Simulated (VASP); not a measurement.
Input of a VASP 6.6.1 run:

Contents of INCAR:

```
SYSTEM = KC
  PREC = Accurate
  ENCUT = 600
  EDIFF = 1E-6
  ISMEAR = 0
  SIGMA = 0.2
  LREAL = .False.
  LASPH = .True.
  NELM = 120
  ALGO = Normal
  ISIF = 2
  LWAVE = .False.
  LCHARG = .False.
  GGA = PE
  NBANDS = 14
  GGA_COMPAT = .False.
```

File KPOINTS:

```
regular mesh
0
Gamma
  6 6 6
  0 0 0
```

The input POSCAR:

```
KC
1.0
    0.0000000000      3.2751914089      3.2751914089
    3.2751914089      0.0000000000      3.2751914089
    3.2751914089      3.2751914089      0.0000000000
K C
1 1
Direct
    0.5000000000      0.5000000000      0.5000000000
    0.7500000000      0.7500000000      0.7500000000
```

Potentials or basis: VASP PAW PBE potentials, release 64 (K_sv, C).

The run is started by

```bash
$ cat potpaw_PBE.64/K_sv/POTCAR potpaw_PBE.64/C/POTCAR > POTCAR
$ mpirun -np 1 vasp_std > vasp.out
```

Task: Predict the pressure.

Result: 0.3 GPa.
